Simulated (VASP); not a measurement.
**C: electric field gradients with r2SCAN**

C:

```
C
1.0
     0.02671    1.79373    1.79373
     1.79373    0.02671    1.79373
     1.79373    1.79373    0.02671
C
2
Direct
  0.00000 0.00000 0.00000
  0.25000 0.25000 0.25000
```

This cell differs from its parent crystal: equal xy, yz and zx shear strains of +1.5 %.

```yaml
Program: VASP 6.6.1
Task: electric field gradients
Functional: r2SCAN
Potentials_or_basis: VASP PAW PBE potentials, release 64 (C)
Cutoff: 520 eV
k_mesh: 14 × 14 × 14
Occupations: fermi-dirac, width 0.03 eV
Spin: no spin polarisation
Dipole_correction: no
Further_INCAR_settings: ALGO = Normal; EDIFF = 1e-08; NBANDS = 11
```

The pressure is 1.3 GPa. The largest force is 0.036 eV/Å. The band gap on the k mesh is 4.31 eV, indirect (least direct gap 5.34 eV).

Forces in eV/Å, atoms in the order of the input:
```
C    0.021  0.021  0.021
C   -0.021 -0.021 -0.021
```

Stress tensor (GPa, compression positive):
```
 1.31 -8.73 -8.73
-8.73  1.31 -8.73
-8.73 -8.73  1.31
```

Levels at points of the mesh, in eV from the valence-band top:
```tsv
k point	band 2	band 3	band 4	band 5	band 6	band 7
(0.00, 0.00, 0.00)	-0.02	0.00	0.00	5.34	6.08	6.08
(0.50, 0.00, 0.00)	-14.12	-3.10	-3.03	8.43	9.10	9.20
(0.50, 0.50, 0.00)	-13.54	-6.84	-6.54	4.70	5.31	17.92
(0.50, 0.50, 0.50)	-14.08	-2.79	-2.79	9.02	9.02	9.74
```

Electric field gradients, principal values (V/Å²):
```csv
atom,least,middle,greatest (by size)
1 C,-1.721,-1.721,3.441
2 C,-1.721,-1.721,3.441
```

It took 63 s on 1 thread of Intel(R) Xeon(R) 6975P-C (Granite Rapids), on a shared host, peak memory 0.14 GiB.

Caveat: the cell differs from its parent crystal (equal xy, yz and zx shear strains of +1.5 %); without QUAD_EFG the Cq values of the log hold for a quadrupole moment of 1 mb, not for the nuclei; the PAW data sets were made with another functional, which shifts forces and pressure a little. A k mesh can miss the band edges.
